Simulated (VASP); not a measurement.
# SnPb5Se6 (P4/mmm) in VASP: single point with PBE

Aim: the single point of SnPb5Se6 with PBE.

Program: VASP 6.6.1. These are calculated values, not measurements. Logs are shortened: lines on timing, memory, paths and dates and some standing lists are left out, and cuts for length are marked.

### 1 The cell of the first run

Symmetry: P4/mmm, No. 123, tetragonal system. The conventional cell has a = 4.380 Å, b = 4.380 Å, c = 18.581 Å, α = 90.00°, β = 90.00°, γ = 90.00°. Within 4.0 Å of Sn (site symmetry 4/mmm) lie 6 Se at 3.04 to 3.10 Å. Pb (site symmetry 4mm) has 6 Se at 3.07 to 3.11 Å within 4.0 Å. Within 4.1 Å of Pb (site symmetry 4mm) lie 6 Se at 3.10 to 3.14 Å. Within 4.1 Å of Pb (site symmetry 4/mmm) lie 6 Se at 3.10 to 3.11 Å. Se (site symmetry 4mm) has 1 Sn at 3.04 Å and 5 Pb at 3.10 to 3.14 Å within 4.0 Å. Se (site symmetry 4mm) has 6 Pb at 3.10 to 3.11 Å within 4.1 Å. Within 4.1 Å of Se (site symmetry 4/mmm) lie 6 Pb at 3.10 to 3.11 Å. Within 4.0 Å of Se (site symmetry 4/mmm) lie 2 Pb at 3.07 Å and 4 Sn at 3.10 Å.

### 2 Single point, PBE

The input, INCAR:

```
PREC = Accurate
ENCUT = 520
EDIFF = 1E-6
ISMEAR = 0
SIGMA = 0.1
LREAL = False
LASPH = True
NELM = 60
ALGO = Normal
ISIF = 2
LWAVE = False
LCHARG = False
GGA = PE
NBANDS = 72
```

The input, KPOINTS:

```
regular mesh
0
Gamma
  4 4 1
```

The input, POSCAR:

```
SnPb5Se6
1.0
    4.3795442000      0.0000000000      0.0000000000
    0.0000000000      4.3795442000      0.0000000000
    0.0000000000      0.0000000000     18.5814228000
Sn Pb Se
1 5 6
Direct
    0.0000000000      0.0000000000      0.0000000000
    0.5000000000      0.5000000000      0.8345720000
    0.0000000000      0.0000000000      0.6676210000
    0.5000000000      0.5000000000      0.5000000000
    0.0000000000      0.0000000000      0.3323790000
    0.5000000000      0.5000000000      0.1654280000
    0.0000000000      0.0000000000      0.8364360000
    0.5000000000      0.5000000000      0.6671080000
    0.0000000000      0.0000000000      0.5000000000
    0.5000000000      0.5000000000      0.3328920000
    0.0000000000      0.0000000000      0.1635640000
    0.5000000000      0.5000000000      0.0000000000
```

Potentials or basis: VASP PAW PBE potentials, release 64 (Sn_d, Pb_d, Se).

Started as:

```
$ cat potpaw_PBE.64/Sn_d/POTCAR potpaw_PBE.64/Pb_d/POTCAR potpaw_PBE.64/Se/POTCAR > POTCAR
$ mpirun -np 1 vasp_std > vasp.out
```

OUTCAR:

```text
PREC = Accurate
   ENCUT = 520
   EDIFF = 1E-6
   ISMEAR = 0
   LREAL = False
   LASPH = True
   NELM = 60
   ISIF = 2
   GGA = PE

 ion  position               nearest neighbor table
   1  0.000  0.000  0.000-   7 3.04  11 3.04  12 3.10  12 3.10  12 3.10  12 3.10
   2  0.500  0.500  0.835-  12 3.07   7 3.10   7 3.10   7 3.10   7 3.10   8 3.11
   3  0.000  0.000  0.668-   8 3.10   8 3.10   8 3.10   8 3.10   9 3.11   7 3.14
   4  0.500  0.500  0.500-   9 3.10   9 3.10   9 3.10   9 3.10  10 3.11   8 3.11
   5  0.000  0.000  0.332-  10 3.10  10 3.10  10 3.10  10 3.10   9 3.11  11 3.14
   6  0.500  0.500  0.165-  12 3.07  11 3.10  11 3.10  11 3.10  11 3.10  10 3.11
   7  0.000  0.000  0.836-   1 3.04   2 3.10   2 3.10   2 3.10   2 3.10   3 3.14
   8  0.500  0.500  0.667-   3 3.10   3 3.10   3 3.10   3 3.10   4 3.11   2 3.11
   9  0.000  0.000  0.500-   4 3.10   4 3.10   4 3.10   4 3.10   5 3.11   3 3.11
  10  0.500  0.500  0.333-   5 3.10   5 3.10   5 3.10   5 3.10   4 3.11   6 3.11
  11  0.000  0.000  0.164-   1 3.04   6 3.10   6 3.10   6 3.10   6 3.10   5 3.14
  12  0.500  0.500  0.000-   2 3.07   6 3.07   1 3.10   1 3.10   1 3.10   1 3.10

  LATTYP: Found a simple tetragonal cell.
 ALAT       =     4.3795442000
 C/A-ratio  =     4.2427754925

  Lattice vectors:

 A1 = (   4.3795442000,   0.0000000000,   0.0000000000)
 A2 = (   0.0000000000,   4.3795442000,   0.0000000000)
 A3 = (   0.0000000000,   0.0000000000,  18.5814228000)

Analysis of symmetry for initial positions (statically):
=====================================================================
 Subroutine PRICEL returns:
 Original cell was already a primitive cell.

 Routine SETGRP: Setting up the symmetry group for a
 simple tetragonal supercell.

 Subroutine GETGRP returns: Found 16 space group operations
 (whereof 16 operations were pure point group operations)
 out of a pool of 16 trial point group operations.

The static configuration has the point symmetry D_4h.

Analysis of symmetry for dynamics (positions and initial velocities):
=====================================================================
 Subroutine PRICEL returns:
 Original cell was already a primitive cell.

 Routine SETGRP: Setting up the symmetry group for a
 simple tetragonal supercell.

 Subroutine GETGRP returns: Found 16 space group operations
 (whereof 16 operations were pure point group operations)
 out of a pool of 16 trial point group operations.

The dynamic configuration has the point symmetry D_4h.

 Subroutine INISYM returns: Found 16 space group operations
 (whereof 16 operations are pure point group operations),
 and found     1 'primitive' translations

----------------------------------------------------------------------------------------

                                     Primitive cell

  volume of cell :     356.3993

  direct lattice vectors                    reciprocal lattice vectors
     4.379544200  0.000000000  0.000000000     0.228334264  0.000000000  0.000000000
     0.000000000  4.379544200  0.000000000     0.000000000  0.228334264  0.000000000
     0.000000000  0.000000000 18.581422800     0.000000000  0.000000000  0.053817192

  length of vectors
     4.379544200  4.379544200 18.581422800     0.228334264  0.228334264  0.053817192

  position of ions in fractional coordinates (direct lattice)
     0.000000000  0.000000000  0.000000000
     0.500000000  0.500000000  0.834572000
     0.000000000  0.000000000  0.667621000
     0.500000000  0.500000000  0.500000000
     0.000000000  0.000000000  0.332379000
     0.500000000  0.500000000  0.165428000
     0.000000000  0.000000000  0.836436000
     0.500000000  0.500000000  0.667108000
     0.000000000  0.000000000  0.500000000
     0.500000000  0.500000000  0.332892000
     0.000000000  0.000000000  0.163564000
     0.500000000  0.500000000  0.000000000

  ion indices of the primitive-cell ions
   primitive index   ion index
                 1           1
                 2           2
                 3           3
                 4           4
                 5           5
                 6           6
                 7           7
                 8           8
                 9           9
                10          10
                11          11
                12          12

----------------------------------------------------------------------------------------

 KPOINTS: regular mesh

Automatic generation of k-mesh.
 Grid dimensions read from file:
 generate k-points for:    4    4    1

 Generating k-lattice:

  Cartesian coordinates                     Fractional coordinates (reciprocal lattice)
     0.057083566  0.000000000  0.000000000     0.250000000  0.000000000  0.000000000
     0.000000000  0.057083566  0.000000000     0.000000000  0.250000000  0.000000000
     0.000000000  0.000000000  0.053817192     0.000000000  0.000000000  1.000000000

  Length of vectors
     0.057083566  0.057083566  0.053817192

  Shift w.r.t. Gamma in fractional coordinates (k-lattice)
     0.000000000  0.000000000  0.000000000

 Subroutine IBZKPT returns following result:
 ===========================================

 Found      6 irreducible k-points:

 Following reciprocal coordinates:
            Coordinates               Weight
  0.000000  0.000000  0.000000      1.000000
  0.250000  0.000000  0.000000      4.000000
  0.500000  0.000000  0.000000      2.000000
  0.250000  0.250000  0.000000      4.000000
  0.500000  0.250000  0.000000      4.000000
  0.500000  0.500000  0.000000      1.000000
   k-points           NKPTS =      6   k-points in BZ     NKDIM =      6   number of bands    NBANDS=     72
   number of dos      NEDOS =    301   number of ions     NIONS =     12
   total plane-waves  NPLWV = 181440
   dimension x,y,z NGX =    36 NGY =   36 NGZ =  140
   dimension x,y,z NGXF=    72 NGYF=   72 NGZF=  280
   ions per type =               1   5   6
   NGX,Y,Z   is equivalent  to a cutoff of  13.67, 13.67, 12.53 a.u.
   NGXF,Y,Z  is equivalent  to a cutoff of  27.33, 27.33, 25.05 a.u.
 SYSTEM =  unknown system
   PREC   = accura    normal or accurate (medium, high low for compatibility)
   ISTART =      0    job   : 0-new  1-cont  2-samecut
   ICHARG =      2    charge: 1-file 2-atom 10-const
   ISPIN  =      1    spin polarized calculation?
   LNONCOLLINEAR =      F non collinear calculations
   LSORBIT =      F    spin-orbit coupling
   LASPH  =      T    aspherical Exc in radial PAW
   ENCUT  =  520.0 eV  38.22 Ry    6.18 a.u.   8.14  8.14 34.55*2*pi/ulx,y,z
   NELM   =     60;   NELMIN=  2; NELMDL= -5     # of ELM steps
   EDIFF  = 0.1E-05   stopping-criterion for ELM
   LREAL  =      F    real-space projection
   EDIFFG = 0.1E-04   stopping-criterion for IOM
   NSW    =      0    number of steps for IOM
   IBRION =     -1    ionic relax: 0-MD 1-quasi-New 2-CG
   NFREE  =      0    steps in history (QN), initial steepest desc. (CG)
   ISIF   =      2    stress and relaxation
   ISYM   =      2    0-nonsym 1-usesym 2-fastsym
   POTIM  = 0.5000    time-step for ionic-motion
   TEBEG  =    0.0;   TEEND  =   0.0 temperature during run
   PSTRESS=    0.0 pullay stress
   NELECT =     120.0000    total number of electrons
   NUPDOWN=      -1.0000    fix difference up-down
   EMIN   =  10.00;   EMAX   =-10.00  energy-range for DOS
   EFERMI =   0.00;   METHOD = LEGACY
   ISMEAR =     0;   SIGMA  =   0.10  broadening in eV -4-tet -1-fermi 0-gaus
   EFERMI_NEDOS =   21; number of points for ismear=-14 and -15
   IALGO  =     38    algorithm
   IMIX   =      4    mixing-type and parameters
     AMIX     =   0.40;   BMIX     =  1.00
     AMIX_MAG =   1.60;   BMIX_MAG =  1.00
  volume/ion in A,a.u.               =      29.70       200.43
  Fermi-wavevector in a.u.,A,eV,Ry     =   1.138911  2.152229 17.648354  1.297117
  Thomas-Fermi vector in A             =   2.275615
   LORBIT       =      0    0 simple, 1 ext, 2 COOP (PROOUT), +10 PAW based schemes
   GGA     = PE    functional components
   LHFCALC =     F    Hartree Fock is set to
   AEXX    =    0.0000 exact exchange contribution
   IVDW    =     0    specifies the selected vdW correction
   LEPSILON=     F    determine dielectric tensor
   LRPA    =     F    only Hartree local field effects (RPA)
 non-spin polarized calculation
 Gauss-broadening in eV      SIGMA  =   0.10
  energy-cutoff  :      520.00
  volume of cell :      356.40
 maximum number of plane-waves:      9632
 NGX is ok and might be reduce to    36
   NGX = 17   NGY = 17   NGZ = 69

 number of electron     120.0000001 magnetization

 Free energy of the ion-electron system (eV)
  ---------------------------------------------------
  ext. energy  EPLUGINS =         0.00000000
  ---------------------------------------------------
  free energy    TOTEN  =       -49.31772680 eV

  energy without entropy =      -49.31772667  energy(sigma->0) =      -49.31772674

 E-fermi :   4.9571     XC(G=0):  -9.3436

 val. band max:        4.6165365622   @ k =   0.5000   0.0000   0.0000
 cond. band min:       5.2980235730   @ k =   0.5000   0.0000   0.0000
 fundamental gap:      0.6814870108
 Fermi energy:         4.9570598904

 k-point     1 :       0.0000    0.0000    0.0000
  band No.  band energies     occupation
      1     -16.7735      2.00000
      2     -16.7638      2.00000
      3     -16.7602      2.00000
      4     -16.7536      2.00000
      5     -16.7536      2.00000
      6     -12.2586      2.00000
[... 64 lines left out ...]
     71       9.1655      0.00000
     72       9.1876      0.00000

 k-point     2 :       0.2500    0.0000    0.0000
  band No.  band energies     occupation
      1     -16.7705      2.00000
      2     -16.7663      2.00000
      3     -16.7574      2.00000
      4     -16.7549      2.00000
      5     -16.7535      2.00000
      6     -12.2341      2.00000
[... 64 lines left out ...]
     71       7.9650      0.00000
     72       8.0396      0.00000

 k-point     3 :       0.5000    0.0000    0.0000
  band No.  band energies     occupation
      1     -16.7688      2.00000
      2     -16.7682      2.00000
      3     -16.7562      2.00000
      4     -16.7537      2.00000
      5     -16.7534      2.00000
      6     -12.2001      2.00000
[... 64 lines left out ...]
     71       6.7576      0.00000
     72       6.8249      0.00000

 k-point     4 :       0.2500    0.2500    0.0000
  band No.  band energies     occupation
      1     -16.7700      2.00000
      2     -16.7665      2.00000
      3     -16.7557      2.00000
      4     -16.7548      2.00000
      5     -16.7547      2.00000
      6     -12.2347      2.00000
[... 64 lines left out ...]
     71       8.7574      0.00000
     72       8.9032      0.00000

 k-point     5 :       0.5000    0.2500    0.0000
  band No.  band energies     occupation
      1     -16.7736      2.00000
      2     -16.7634      2.00000
      3     -16.7560      2.00000
      4     -16.7546      2.00000
      5     -16.7531      2.00000
      6     -12.2417      2.00000
[... 64 lines left out ...]
     71       8.7687      0.00000
     72       8.8007      0.00000

 k-point     6 :       0.5000    0.5000    0.0000
  band No.  band energies     occupation
      1     -16.7783      2.00000
      2     -16.7592      2.00000
      3     -16.7558      2.00000
      4     -16.7558      2.00000
      5     -16.7519      2.00000
      6     -12.2750      2.00000
[... 64 lines left out ...]
     71       9.9115      0.00000
     72       9.9388      0.00000

------------------------ aborting loop because EDIFF is reached ----------------------------------------

  FORCE on cell =-STRESS in cart. coord.  units (eV):
  Direction    XX          YY          ZZ          XY          YZ          ZX
  --------------------------------------------------------------------------------------
  -------------------------------------------------------------------------------------
  Total        1.2125556      1.2125556     -3.3192502      0.0000000      0.0000000      0.0000000
  in kB        5.4509906      5.4509906    -14.9215444      0.0000000      0.0000000      0.0000000
  external PRESSURE =      -1.3398544 kB  Pullay stress =       0.0000000 kB

 VOLUME and BASIS-vectors are now :
 -----------------------------------------------------------------------------
  energy-cutoff  :      520.00
  volume of cell :      356.40
      direct lattice vectors                 reciprocal lattice vectors
     4.379544200  0.000000000  0.000000000     0.228334264  0.000000000  0.000000000
     0.000000000  4.379544200  0.000000000     0.000000000  0.228334264  0.000000000
     0.000000000  0.000000000 18.581422800     0.000000000  0.000000000  0.053817192

 POSITION                                       TOTAL-FORCE (eV/Angst)
 -----------------------------------------------------------------------------------
      0.00000      0.00000      0.00000         0.000000     -0.000000     -0.000000
      2.18977      2.18977     15.50754        -0.000000      0.000000     -0.006997
      0.00000      0.00000     12.40535        -0.000000     -0.000000     -0.014082
      2.18977      2.18977      9.29071         0.000000     -0.000000     -0.000000
      0.00000      0.00000      6.17607         0.000000     -0.000000      0.014082
      2.18977      2.18977      3.07389         0.000000     -0.000000      0.006997
      0.00000      0.00000     15.54217         0.000000      0.000000      0.027940
      2.18977      2.18977     12.39582         0.000000     -0.000000      0.001048
      0.00000      0.00000      9.29071         0.000000     -0.000000     -0.000000
      2.18977      2.18977      6.18561        -0.000000      0.000000     -0.001048
      0.00000      0.00000      3.03925         0.000000      0.000000     -0.027940
      2.18977      2.18977      0.00000         0.000000     -0.000000     -0.000000
 -----------------------------------------------------------------------------------
    total drift:                                0.000000      0.000000      0.000000

  FREE ENERGIE OF THE ION-ELECTRON SYSTEM (eV)
  ---------------------------------------------------
  free  energy   TOTEN  =       -49.3177268013 eV

  energy  without entropy=      -49.3177266710  energy(sigma->0) =      -49.31772674
```

It took 3.4 min on 1 thread of Intel Xeon Platinum 8259CL at 2.50GHz (Skylake/Cascade Lake), shared host; peak memory 0.5 GiB.

Results:

```yaml
Free_energy: -49.3177 eV
Pressure: -0.1 GPa
Largest_force: 0.028 eV/Å
Band_gap_on_the_k_mesh: 0.68 eV, direct
```

Forces on the atoms (eV/Å):
```
Sn   0.000  0.000  0.000
Pb   0.000  0.000 -0.007
Pb   0.000  0.000 -0.014
Pb   0.000  0.000  0.000
Pb   0.000  0.000  0.014
Pb   0.000  0.000  0.007
Se   0.000  0.000  0.028
Se   0.000  0.000  0.001
Se   0.000  0.000  0.000
Se   0.000  0.000 -0.001
Se   0.000  0.000 -0.028
Se   0.000  0.000  0.000
```

Stress tensor (GPa, compression positive):
```
 0.55  0.00  0.00
 0.00  0.55  0.00
 0.00  0.00 -1.49
```

Levels at points of the mesh, in eV from the valence-band top:
| k point | band 56 | band 57 | band 58 | band 59 | band 60 | band 61 | band 62 | band 63 | band 64 | band 65 |
| --- | --- | --- | --- | --- | --- | --- | --- | --- | --- | --- |
| (0.00, 0.00, 0.00) | -1.73 | -1.73 | -1.73 | -0.77 | -0.73 | 1.94 | 2.07 | 3.74 | 3.75 | 3.83 |
| (0.50, 0.00, 0.00) | -0.67 | -0.41 | -0.39 | -0.37 | 0.00 | 0.68 | 0.74 | 0.74 | 0.75 | 1.35 |
| (0.50, 0.50, 0.00) | -3.02 | -1.60 | -1.53 | -1.52 | -1.38 | 2.83 | 2.84 | 2.92 | 2.94 | 3.78 |

Caveat: spin-orbit coupling is left out, which moves the levels of the heavy elements. A k mesh can miss the band edges.
